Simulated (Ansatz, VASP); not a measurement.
**Two plane-wave programs on CaZr2N3**

```
Ca Zr N
1.0
     2.60530   -3.65898    0.00000
     2.60530    3.65898    0.00000
     0.00000    0.00000    4.48780
Ca Zr N
1 2 3
Direct
  0.50000 0.50000 0.00000
  0.00000 0.00000 0.50000
  0.00000 0.00000 0.00000
  0.00000 0.50000 0.50000
  0.50000 0.00000 0.50000
  0.50000 0.50000 0.50000
```

Alike in both runs: task single point; functional PBE; k mesh 4 × 4 × 4; occupations gaussian, width 0.1 eV; no spin polarisation.

|  | VASP | Ansatz |
| --- | --- | --- |
| version | VASP 6.6.1 | Ansatz 0.2.0 |
| potentials or method | VASP PAW PBE potentials, release 64 (Ca_sv, Zr_sv, N), cutoff 520 eV | scalar-relativistic, plane waves, PAW |
| valence electrons in the cell | 49 | 49 |

VASP gave:

- gap on the k mesh at the Fermi level (eV): none
- pressure (GPa): 20.3
- traceless stress, the component that is largest in VASP (GPa): -25.07

Problem. What did Ansatz give for the same quantities?

Solution. gap on the k mesh at the Fermi level (eV): none; pressure (GPa): 19.7; traceless stress, the component that is largest in VASP (GPa): -24.57.

A gap of «none» marks a metal or a gap that the smearing closes.

The k mesh is coarse, so the values compare programs but aren't converged.
